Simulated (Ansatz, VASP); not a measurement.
## C: VASP beside Ansatz

```
C
1.0
     1.27566   -2.20945    0.00000
     1.27566    2.20945    0.00000
     0.00000    0.00000    9.00622
C
4
Direct
  0.08333 0.91667 0.75030
  0.58333 0.41667 0.24970
  0.91667 0.08333 0.24970
  0.41667 0.58333 0.75030
```

Change from the starting cell: volume 12.692 Å^3 an atom, stretch along a over the lengths across it, relative to the relaxed cell 1.0000.

Alike in both runs: task single point; functional PBE; k mesh 21 × 21 × 6; occupations gaussian, width 0.15 eV; no spin polarisation.

|  | VASP | Ansatz |
| --- | --- | --- |
| version | VASP 6.6.1 | Ansatz 0.2.0 |
| potentials or method | VASP PAW PBE potentials, release 64 (C), cutoff 520 eV | scalar-relativistic, plane waves, PAW |
| valence electrons in the cell | 16 | 16 |

|  | VASP | Ansatz | Ansatz less VASP |
| --- | --- | --- | --- |
| gap on the k mesh at the Fermi level (eV) | none | none | - |
| pressure (GPa) | -17.6 | -17.9 | -0.27 |
| traceless stress, the component that is largest in VASP (GPa) | 17.56 | 17.89 | +0.323 |

A gap of «none» marks a metal or a gap that the smearing closes. The functional is the same, so the differences come from potentials, cutoffs and numerics.
